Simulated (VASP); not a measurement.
## HgTe: single point with PBEsol

The system is HgTe.

```xyz
2
Lattice="0.0292 2.9361 2.9361 2.9361 0.0292 2.9361 2.9361 2.9361 0.0292" Properties=species:S:1:pos:R:3 pbc="T T T"
Hg    0.0000    0.0000    0.0000
Te    2.9507    2.9507    2.9507
```

This cell differs from its parent crystal: equal xy, yz and zx shear strains of +1 %.

- Program: VASP 6.6.1
- Task: single point
- Functional: PBEsol
- Potentials or basis: VASP PAW PBE potentials, release 64 (Hg, Te)
- Cutoff: 520 eV
- k mesh: 12 × 12 × 12
- Occupations: fermi-dirac, width 0.08 eV
- Spin: no spin polarisation

* Pressure: 6.4 GPa
* Band gap on the k mesh: zero (band 9 reaches 6.26 eV, above the bottom of band 10 at 3.01 eV)

Stress tensor (GPa, compression positive):
```
 6.38 -0.14 -0.14
-0.14  6.38 -0.14
-0.14 -0.14  6.38
```

Levels at points of the mesh, in eV from the Fermi level:
| k point | band 5 | band 6 | band 7 | band 8 | band 9 | band 10 | band 11 | band 12 | band 13 | band 14 |
| --- | --- | --- | --- | --- | --- | --- | --- | --- | --- | --- |
| (0.00, 0.00, 0.00) | -7.13 | -7.13 | -0.98 | -0.83 | -0.83 | -0.40 | 7.58 | 7.77 | 7.78 | 7.78 |
| (0.50, 0.00, 0.00) | -6.90 | -6.89 | -6.02 | 0.44 | 0.45 | 2.37 | 3.65 | 3.76 | 4.31 | 10.79 |
| (0.50, 0.50, 0.00) | -6.79 | -5.95 | -5.20 | -2.95 | -2.87 | -2.75 | 4.60 | 9.84 | 9.88 | 10.52 |
| (0.50, 0.50, 0.50) | -6.90 | -6.90 | -6.09 | 0.50 | 0.50 | 2.50 | 3.83 | 3.83 | 4.46 | 10.69 |

Wall time 56 s on 1 thread of Intel(R) Xeon(R) 6975P-C (Granite Rapids), on a shared host, peak memory 0.29 GiB.

Caveat: the cell differs from its parent crystal (equal xy, yz and zx shear strains of +1 %); the PAW data sets were made with another functional, which shifts forces and pressure a little; spin-orbit coupling is left out, which moves the levels of the heavy elements.
